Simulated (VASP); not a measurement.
Input of a VASP 6.6.1 run:

INCAR

```
SYSTEM = Sb
  PREC = Accurate
  ENCUT = 520
  EDIFF = 1E-7
  ISMEAR = 0
  SIGMA = 0.1
  LREAL = .FALSE.
  LASPH = .TRUE.
  NELM = 60
  ALGO = Normal
  ISIF = 2
  LWAVE = .FALSE.
  LCHARG = .FALSE.
  GGA = PE
  NBANDS = 8
```

The input KPOINTS:

```
Automatic mesh
0
G
  12 12 12
  0 0 0
```

Contents of POSCAR:

```
Sb
1.0
    3.1218588000      0.0000000000      0.0004424000
    0.0000000000      3.0432064000      0.0000000000
    0.0004424000      0.0000000000      3.0109428000
Sb
1
Direct
    0.0000000000      0.0000000000      0.0000000000
```

Potentials or basis: VASP PAW PBE potentials, release 64 (Sb).

Launch:

```sh
$ cat potpaw_PBE.64/Sb/POTCAR > POTCAR
$ mpirun -np 1 vasp_std > vasp.out
```

**Question.** Estimate the pressure.

**Answer.** 3.0 GPa.

Stress tensor (GPa, compression positive):
```
1.51 0.00 0.00
0.00 2.95 0.00
0.00 0.00 4.61
```

Caveat: the cell differs from its parent crystal (strained).
